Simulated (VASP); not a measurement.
SrTiO3 (a cell with a defect), 40 atoms in the cell. The cell holds a defect, 40 atoms: a = 7.783 Å, b = 7.783 Å, c = 7.783 Å, α = 90.00°, β = 90.00°, γ = 90.00°. 

| Item | Value |
| --- | --- |
| Program | VASP 6.6.1 |
| Task | single point |
| Functional | PBEsol |
| Potentials or basis | VASP PAW PBE potentials, release 64 (O, Sr_sv, Ti_sv) |
| Cutoff | 520 eV |
| k mesh | 1 × 1 × 1, shifted |
| Occupations | fermi-dirac, width 0.05 eV |
| Spin | no spin polarisation |
| Dipole correction | no |
| Further INCAR settings | LREAL = Auto; ALGO = Normal; EDIFF = 1e-06; NBANDS = 186; ISYM = 0 |

Potentials or basis: VASP PAW PBE potentials, release 64 (O, Sr_sv, Ti_sv).

Run with:

```bash
$ cat potpaw_PBE.64/O/POTCAR potpaw_PBE.64/Sr_sv/POTCAR potpaw_PBE.64/Ti_sv/POTCAR > POTCAR
$ mpirun -np 1 vasp_std > vasp.out
```

Hardware: 1 thread of AMD EPYC 7R13 (shared host).

Problem. How long does it take, and how much memory?

Solution. Run time: 25 min on 1 thread of AMD EPYC 7R13, with other jobs on the host, peak memory 0.63 GiB. Counts: scf iterations 19, k points 4.
